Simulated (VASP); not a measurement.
The system is Rh.

```
Rh
1.0
     0.00000    2.64786    2.64786
     2.64786    0.00000    2.64786
     2.64786    2.64786    0.00000
Rh
2
Cartesian
  0.6620 0.6620 0.6620
  4.6338 4.6338 4.6338
```

This isn't the form of Rh at room conditions, which is fcc.

```yaml
Program: VASP 6.6.1
Task: relaxation of cell and atoms
Functional: RPBE
Potentials_or_basis: VASP PAW PBE potentials, release 64 (Rh_pv)
Cutoff: 600 eV
k_mesh: 10 × 10 × 10
Occupations: fermi-dirac, width 0.1 eV
Spin: no spin polarisation
```

At the start: pressure 24.9 GPa; volume 18.56 Å³/atom.

Problem. How do energy, volume and symmetry change on relaxing?

Solution. Over 6 steps the energy falls by 197.9 meV/atom and the volume is 21.52 Å³/atom (+15.9 %); space group Fd-3m (No. 227, to 0.1 Å) before and after.

The path:
```tsv
step	energy change (eV)	largest force (eV/Å)	pressure (GPa)	volume (Å³)
1	0.0000	0.0000	24.86	37.13
2	0.2949	0.0000	-14.45	54.86
3	-0.3942	0.0000	-1.11	43.49
4	-0.3957	0.0000	-0.25	43.16
5	-0.3958	0.0000	0.08	43.03
6	-0.3958	0.0000	0.07	43.03
```

Final structure:
```
CELL_PARAMETERS angstrom
0.00000 2.78134 2.78134
2.78134 0.00000 2.78134
2.78134 2.78134 0.00000
ATOMIC_POSITIONS crystal
Rh 0.12500 0.12500 0.12500
Rh 0.87500 0.87500 0.87500
```

Caveat: the volume moved by over 15 % at a fixed basis, so the end points are rough; the PAW data sets were made with another functional, which shifts forces and pressure a little.
